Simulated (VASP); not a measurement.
# AlAs (F-43m) in VASP: a series of runs

The runs below take AlAs through single point, with PBEsol.

Everything below comes from runs of VASP 6.6.1. Logs are shortened: lines on timing, memory, paths and dates and some standing lists are left out, and cuts for length are marked.

### Step 1. The cell of the first run

Symmetry: F-43m, No. 216, cubic system. The conventional cell has a = 5.584 Å, b = 5.584 Å, c = 5.584 Å, α = 90.00°, β = 90.00°, γ = 90.00°. Al (site symmetry -43m) has 4 As at 2.42 Å within 3.2 Å. Within 3.2 Å of As (site symmetry -43m) lie 4 Al at 2.42 Å.

### Step 2. Single point, PBEsol (21.77 Å³/atom)

INCAR reads:

```
ALGO = Normal ; EDIFF = 1E-6
ENCUT = 500 ; GGA = PS
GGA_COMPAT = F ; ISIF = 2
ISMEAR = -1 ; LASPH = T
LCHARG = F ; LREAL = F
LWAVE = F ; NBANDS = 11
NELM = 120 ; PREC = Accurate
SIGMA = 0.05
```

KPOINTS reads:

```
k-points
0
Gamma
  10 10 10
```

POSCAR reads:

```
AlAs
1.0
    0.0000000000      2.7921466621      2.7921466621
    2.7921466621      0.0000000000      2.7921466621
    2.7921466621      2.7921466621      0.0000000000
Al As
1 1
Direct
    0.0000000000      0.0000000000      0.0000000000
    0.7500000000      0.7500000000      0.7500000000
```

Potentials or basis: VASP PAW PBE potentials, release 64 (Al, As).

Started as:

```
cat potpaw_PBE.64/Al/POTCAR potpaw_PBE.64/As/POTCAR > POTCAR
mpirun -np 1 vasp_std > vasp.out
```

OUTCAR:

```text
EDIFF = 1E-6
   ENCUT = 500
   GGA = PS
   ISIF = 2
   ISMEAR = -1
   LASPH = T
   LREAL = F
   NELM = 120
   PREC = Accurate

 ion  position               nearest neighbor table
   1  0.000  0.000  0.000-   2 2.42   2 2.42   2 2.42   2 2.42
   2  0.750  0.750  0.750-   1 2.42   1 2.42   1 2.42   1 2.42

  LATTYP: Found a face centered cubic cell.
 ALAT       =     5.5842933242

  Lattice vectors:

 A1 = (   0.0000000000,   2.7921466621,   2.7921466621)
 A2 = (   2.7921466621,   0.0000000000,   2.7921466621)
 A3 = (   2.7921466621,   2.7921466621,   0.0000000000)

Analysis of symmetry for initial positions (statically):
=====================================================================
 Subroutine PRICEL returns:
 Original cell was already a primitive cell.

 Routine SETGRP: Setting up the symmetry group for a
 face centered cubic supercell.

 Subroutine GETGRP returns: Found 24 space group operations
 (whereof 24 operations were pure point group operations)
 out of a pool of 48 trial point group operations.

The static configuration has the point symmetry T_d .

Analysis of symmetry for dynamics (positions and initial velocities):
=====================================================================
 Subroutine PRICEL returns:
 Original cell was already a primitive cell.

 Routine SETGRP: Setting up the symmetry group for a
 face centered cubic supercell.

 Subroutine GETGRP returns: Found 24 space group operations
 (whereof 24 operations were pure point group operations)
 out of a pool of 48 trial point group operations.

The dynamic configuration has the point symmetry T_d .

 Subroutine INISYM returns: Found 24 space group operations
 (whereof 24 operations are pure point group operations),
 and found     1 'primitive' translations

----------------------------------------------------------------------------------------

                                     Primitive cell

  volume of cell :      43.5356

  direct lattice vectors                    reciprocal lattice vectors
     0.000000000  2.792146662  2.792146662    -0.179073688  0.179073688  0.179073688
     2.792146662  0.000000000  2.792146662     0.179073688 -0.179073688  0.179073688
     2.792146662  2.792146662  0.000000000     0.179073688  0.179073688 -0.179073688

  length of vectors
     3.948691678  3.948691678  3.948691678     0.310164726  0.310164726  0.310164726

  position of ions in fractional coordinates (direct lattice)
     0.000000000  0.000000000  0.000000000
     0.750000000  0.750000000  0.750000000

  ion indices of the primitive-cell ions
   primitive index   ion index
                 1           1
                 2           2

----------------------------------------------------------------------------------------

 KPOINTS: k-points

Automatic generation of k-mesh.
 Grid dimensions read from file:
 generate k-points for:   10   10   10

 Generating k-lattice:

  Cartesian coordinates                     Fractional coordinates (reciprocal lattice)
    -0.017907369  0.017907369  0.017907369     0.100000000  0.000000000  0.000000000
     0.017907369 -0.017907369  0.017907369     0.000000000  0.100000000  0.000000000
     0.017907369  0.017907369 -0.017907369     0.000000000  0.000000000  0.100000000

  Length of vectors
     0.031016473  0.031016473  0.031016473

  Shift w.r.t. Gamma in fractional coordinates (k-lattice)
     0.000000000  0.000000000  0.000000000

 Subroutine IBZKPT returns following result:
 ===========================================

 Found     47 irreducible k-points:

 Following reciprocal coordinates:
            Coordinates               Weight
  0.000000  0.000000  0.000000      1.000000
  0.100000  0.000000  0.000000      8.000000
  0.200000  0.000000  0.000000      8.000000
  0.300000  0.000000  0.000000      8.000000
  0.400000  0.000000  0.000000      8.000000
  0.500000  0.000000  0.000000      4.000000
[... 16 lines left out ...]
  0.300000  0.300000  0.000000      6.000000
  0.400000  0.300000  0.000000     24.000000
 [... further k-points ...]
   k-points           NKPTS =     47   k-points in BZ     NKDIM =     47   number of bands    NBANDS=     11
   number of dos      NEDOS =    301   number of ions     NIONS =      2
   total plane-waves  NPLWV =  27000
   dimension x,y,z NGX =    30 NGY =   30 NGZ =   30
   dimension x,y,z NGXF=    60 NGYF=   60 NGZF=   60
   ions per type =               1   1
   NGX,Y,Z   is equivalent  to a cutoff of  12.63, 12.63, 12.63 a.u.
   NGXF,Y,Z  is equivalent  to a cutoff of  25.26, 25.26, 25.26 a.u.
 SYSTEM =  unknown system
   PREC   = accura    normal or accurate (medium, high low for compatibility)
   ISTART =      0    job   : 0-new  1-cont  2-samecut
   ICHARG =      2    charge: 1-file 2-atom 10-const
   ISPIN  =      1    spin polarized calculation?
   LNONCOLLINEAR =      F non collinear calculations
   LSORBIT =      F    spin-orbit coupling
   LASPH  =      T    aspherical Exc in radial PAW
   ENCUT  =  500.0 eV  36.75 Ry    6.06 a.u.   7.20  7.20  7.20*2*pi/ulx,y,z
   NELM   =    120;   NELMIN=  2; NELMDL= -5     # of ELM steps
   EDIFF  = 0.1E-05   stopping-criterion for ELM
   LREAL  =      F    real-space projection
   EDIFFG = 0.1E-04   stopping-criterion for IOM
   NSW    =      0    number of steps for IOM
   IBRION =     -1    ionic relax: 0-MD 1-quasi-New 2-CG
   NFREE  =      0    steps in history (QN), initial steepest desc. (CG)
   ISIF   =      2    stress and relaxation
   ISYM   =      2    0-nonsym 1-usesym 2-fastsym
   POTIM  = 0.5000    time-step for ionic-motion
   TEBEG  =    0.0;   TEEND  =   0.0 temperature during run
   PSTRESS=    0.0 pullay stress
   NELECT =       8.0000    total number of electrons
   NUPDOWN=      -1.0000    fix difference up-down
   EMIN   =  10.00;   EMAX   =-10.00  energy-range for DOS
   EFERMI =   0.00;   METHOD = LEGACY
   ISMEAR =    -1;   SIGMA  =   0.05  broadening in eV -4-tet -1-fermi 0-gaus
   EFERMI_NEDOS =   21; number of points for ismear=-14 and -15
   IALGO  =     38    algorithm
   IMIX   =      4    mixing-type and parameters
     AMIX     =   0.40;   BMIX     =  1.00
     AMIX_MAG =   1.60;   BMIX_MAG =  1.00
  volume/ion in A,a.u.               =      21.77       146.90
  Fermi-wavevector in a.u.,A,eV,Ry     =   0.930729  1.758823 11.786136  0.866257
  Thomas-Fermi vector in A             =   2.057148
   LORBIT       =      0    0 simple, 1 ext, 2 COOP (PROOUT), +10 PAW based schemes
   GGA     = PS    functional components
   LHFCALC =     F    Hartree Fock is set to
   AEXX    =    0.0000 exact exchange contribution
   IVDW    =     0    specifies the selected vdW correction
   LEPSILON=     F    determine dielectric tensor
   LRPA    =     F    only Hartree local field effects (RPA)
 non-spin polarized calculation
  energy-cutoff  :      500.00
  volume of cell :       43.54
 maximum number of plane-waves:      1117
 NGX is ok and might be reduce to    30
   NGX = 15   NGY = 15   NGZ = 15

 number of electron       8.0000001 magnetization

 Free energy of the ion-electron system (eV)
  ---------------------------------------------------
  ext. energy  EPLUGINS =         0.00000000
  ---------------------------------------------------
  free energy    TOTEN  =       -10.03728880 eV

  energy without entropy =      -10.03728875  energy(sigma->0) =      -10.03728878

 E-fermi :   4.7966     XC(G=0):  -9.3539

 val. band max:        4.1545542335   @ k =   0.0000   0.0000   0.0000
 cond. band min:       5.4005585007   @ k =   0.5000   0.5000   0.0000
 fundamental gap:      1.2460042673
 Fermi energy:         4.7966010987

 k-point     1 :       0.0000    0.0000    0.0000
  band No.  band energies     occupation
      1      -7.9678      2.00000
      2       4.1546      1.99999
      3       4.1546      1.99999
      4       4.1546      1.99999
      5       6.4580      0.00000
      6       8.4880      0.00000
      7       8.4880      0.00000
      8       8.4880      0.00000
      9      13.0953      0.00000
     10      13.2267      0.00000
     11      13.2267      0.00000

 k-point     2 :       0.1000    0.0000    0.0000
  band No.  band energies     occupation
      1      -7.8637      2.00000
      2       3.1104      2.00000
      3       4.0421      2.00000
      4       4.0421      2.00000
      5       7.0606      0.00000
      6       8.6880      0.00000
      7       8.6880      0.00000
      8       8.7215      0.00000
      9      12.7308      0.00000
     10      12.7308      0.00000
     11      13.6196      0.00000

 k-point     3 :       0.2000    0.0000    0.0000
  band No.  band energies     occupation
      1      -7.5645      2.00000
      2       1.4610      2.00000
      3       3.7899      2.00000
      4       3.7899      2.00000
      5       7.0515      0.00000
      6       9.0395      0.00000
      7       9.0395      0.00000
      8      10.0000      0.00000
      9      12.3347      0.00000
     10      12.3347      0.00000
     11      13.7678      0.00000

 k-point     4 :       0.3000    0.0000    0.0000
  band No.  band energies     occupation
      1      -7.1203      2.00000
      2      -0.0580      2.00000
      3       3.5354      2.00000
      4       3.5354      2.00000
      5       6.7208      0.00000
      6       9.0813      0.00000
      7       9.0813      0.00000
      8      11.4468      0.00000
      9      12.8720      0.00000
     10      12.8720      0.00000
     11      13.4405      0.00000

 k-point     5 :       0.4000    0.0000    0.0000
  band No.  band energies     occupation
      1      -6.6600      2.00000
      2      -1.1908      2.00000
      3       3.3609      2.00000
      4       3.3609      2.00000
      5       6.4759      0.00000
      6       8.9040      0.00000
      7       8.9040      0.00000
      8      11.8535      0.00000
      9      14.2456      0.00000
     10      14.2456      0.00000
     11      14.4269      0.00000
[... 211 lines left out ...]
 k-point    21 :      -0.3000    0.2000    0.0000
  band No.  band energies     occupation
      1      -6.5287      2.00000
      2      -0.6945      2.00000
      3       1.3735      2.00000
      4       3.2259      2.00000
      5       7.5500      0.00000
      6       9.4359      0.00000
      7       9.9027      0.00000
      8      11.2288      0.00000
      9      12.1412      0.00000
     10      14.5071      0.00000
     11      16.2777      0.00000

 k-point    22 :      -0.2000    0.2000    0.0000
  band No.  band energies     occupation
      1      -6.9671      2.00000
      2       0.1683      2.00000
      3       1.8462      2.00000
      4       3.6009      2.00000
      5       7.9604      0.00000
      6       9.2957      0.00000
      7       9.5216      0.00000
      8      10.1808      0.00000
      9      11.4029      0.00000
     10      14.7542      0.00000
     11      16.2243      0.00000

 k-point    23 :       0.3000    0.3000    0.0000
  band No.  band energies     occupation
      1      -6.8224      2.00000
      2       0.2058      2.00000
      3       2.4416      2.00000
      4       2.4416      2.00000
      5       6.2669      0.00000
      6       7.3999      0.00000
      7      11.9527      0.00000
      8      11.9527      0.00000
      9      12.7677      0.00000
     10      14.8422      0.00000
     11      17.5784      0.00000

 k-point    24 :       0.4000    0.3000    0.0000
  band No.  band energies     occupation
      1      -6.4512      2.00000
      2      -0.4903      2.00000
      3       1.9158      2.00000
      4       2.2569      2.00000
      5       6.2119      0.00000
      6       7.3690      0.00000
      7      11.9112      0.00000
      8      12.3062      0.00000
      9      14.5654      0.00000
     10      15.7712      0.00000
     11      17.4008      0.00000

 [... further k-points ...]

------------------------ aborting loop because EDIFF is reached ----------------------------------------

  FORCE on cell =-STRESS in cart. coord.  units (eV):
  Direction    XX          YY          ZZ          XY          YZ          ZX
  --------------------------------------------------------------------------------------
  -------------------------------------------------------------------------------------
  Total        1.1378940      1.1378940      1.1378940      0.0000000     -0.0000000      0.0000000
  in kB       41.8762433     41.8762433     41.8762433      0.0000000     -0.0000000      0.0000000
  external PRESSURE =      41.8762433 kB  Pullay stress =       0.0000000 kB

 VOLUME and BASIS-vectors are now :
 -----------------------------------------------------------------------------
  energy-cutoff  :      500.00
  volume of cell :       43.54
      direct lattice vectors                 reciprocal lattice vectors
     0.000000000  2.792146662  2.792146662    -0.179073688  0.179073688  0.179073688
     2.792146662  0.000000000  2.792146662     0.179073688 -0.179073688  0.179073688
     2.792146662  2.792146662  0.000000000     0.179073688  0.179073688 -0.179073688

 POSITION                                       TOTAL-FORCE (eV/Angst)
 -----------------------------------------------------------------------------------
      0.00000      0.00000      0.00000         0.000000      0.000000      0.000000
      4.18822      4.18822      4.18822        -0.000000     -0.000000     -0.000000
 -----------------------------------------------------------------------------------
    total drift:                               -0.000000     -0.000000     -0.000000

  FREE ENERGIE OF THE ION-ELECTRON SYSTEM (eV)
  ---------------------------------------------------
  free  energy   TOTEN  =       -10.0372888001 eV

  energy  without entropy=      -10.0372887508  energy(sigma->0) =      -10.03728878
```

Wall time 9.9 s (1 thread of Intel Xeon 6975P-C (Granite Rapids), shared host); peak memory 0.17 GiB.

What came out:

* Free energy: -10.0373 eV
* Pressure: 4.2 GPa
* Band gap on the k mesh: 1.25 eV (least direct gap 2.30 eV)

Caveat: the cell stands under pressure; the PAW data sets were made with another functional, which shifts forces and pressure a little.

(Continued in part 2 of 2.)
